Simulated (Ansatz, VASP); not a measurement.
## Si: VASP beside Ansatz

The input POSCAR:

```
Si
1.0
    3.8401748450      0.0000000000      0.0000000000
   -1.9200874225      3.3256889707      0.0000000000
    0.0000000000      0.0000000000     12.6236709012
Si
8
Direct
    0.0000000000      0.0000000000      0.0005516776
    0.3333333333      0.6666666667      0.2496687367
    0.0000000000      0.0000000000      0.5005516776
    0.6666666667      0.3333333333      0.7496687367
    0.0000000000      0.0000000000      0.1869483224
    0.3333333333      0.6666666667      0.4378312633
    0.0000000000      0.0000000000      0.6869483224
    0.6666666667      0.3333333333      0.9378312633
```

File INCAR.step1:

```
ALGO = Normal
EDIFF = 1E-4
ENCUT = 520
GGA = PE
ISMEAR = 0
LASPH = True
LCHARG = False
LREAL = False
LWAVE = True
NBANDS = 26
NELM = 80
PREC = Accurate
SIGMA = 0.01
```

INCAR.step2

```
ALGO = Normal
EDIFF = 1E-7
ENCUT = 520
ISIF = 2
ISMEAR = 0
ISTART = 1
LASPH = True
LCHARG = False
LMIXTAU = True
LREAL = False
LWAVE = False
METAGGA = R2SCAN
NBANDS = 26
NELM = 80
PREC = Accurate
SIGMA = 0.01
```

Contents of KPOINTS:

```
k-points
0
Gamma
  12 12 2
```

Input for Ansatz:

```yaml
crystal:
  lattice:
    - [3.840174845, 0.0, 0.0]
    - [-1.9200874225, 3.3256889707, 0.0]
    - [0.0, 0.0, 12.6236709012]
  atoms:
    - { symbol: Si, position: [0.0, 0.0, 0.0005516776] }
    - { symbol: Si, position: [0.3333333333, 0.6666666667, 0.2496687367] }
    - { symbol: Si, position: [0.0, 0.0, 0.5005516776] }
    - { symbol: Si, position: [0.6666666667, 0.3333333333, 0.7496687367] }
    - { symbol: Si, position: [0.0, 0.0, 0.1869483224] }
    - { symbol: Si, position: [0.3333333333, 0.6666666667, 0.4378312633] }
    - { symbol: Si, position: [0.0, 0.0, 0.6869483224] }
    - { symbol: Si, position: [0.6666666667, 0.3333333333, 0.9378312633] }
kpoints:
  mp_grid: { grid: [12, 12, 2] }
  band_path:
    path:
      - [0.0, 0.0, 0.0]
      - [0.5, 0.0, 0.0]
      - [0.3333333333, 0.3333333333, 0.0]
      - [0.0, 0.0, 0.5]
      - [0.5, 0.0, 0.5]
      - [0.3333333333, 0.3333333333, 0.5]
      - [0.0, 0.455729, 0.0]
    npoints: 1
hamiltonian:
  xc: r2scan
scf:
  occupations: { method: fixed }
  n_extra_bands: 6
output:
  forces: true
  stress: true
  eigenvalues: true
```

Alike in both runs: task single point; functional r2SCAN; k mesh 12 × 12 × 2; no spin polarisation.

```csv
,VASP,Ansatz
version,VASP 6.6.1,Ansatz 0.2.0
potentials or method,"VASP PAW PBE potentials, release 64 (Si)","plane waves, PAW"
plane-wave cutoff (eV),520,500
occupations,"gaussian, width 0.01 eV",fixed
valence electrons in the cell,32,32
```

|  | VASP | Ansatz | Ansatz less VASP |
| --- | --- | --- | --- |
| gap on the k mesh at the Fermi level (eV) | 0.78 | 0.77 | -0.015 |
| pressure (GPa) | -0.2 | 0.0 | +0.23 |

VASP's potentials were made for PBE, not for r2SCAN.
